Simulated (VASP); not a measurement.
The system is CdF2.

```
Cd F
1.0
     0.00000    2.63900    2.63900
     2.63900    0.00000    2.63900
     2.63900    2.63900    0.00000
Cd F
1 2
Direct
  0.00000 0.00000 0.00000
  0.75000 0.75000 0.75000
  0.25000 0.25000 0.25000
```

Base run:

* Program: VASP 6.6.1
* Functional: PBEsol
* Potentials or basis: VASP PAW PBE potentials, release 64 (Cd, F)
* Cutoff: 520 eV
* k mesh: 9 × 9 × 9
* Occupations: fermi-dirac, width 0.05 eV
* Spin: no spin polarisation

Its results: band gap on the k mesh 3.14 eV (least direct gap 3.52 eV); pressure 8.6 GPa.

The run is repeated on the same cell with these changes: functional from PBEsol to PBE. What comes out?

Band gap on the k mesh 3.32 eV (least direct gap 3.70 eV); pressure 15.0 GPa.

PBE binds less tightly than PBEsol, so the same cell stands under more pressure.

Caveats: the cell stands under pressure; an odd mesh through Γ misses points on the zone boundary, where band edges can lie; the PAW data sets were made with another functional, which shifts forces and pressure a little (at least some runs).
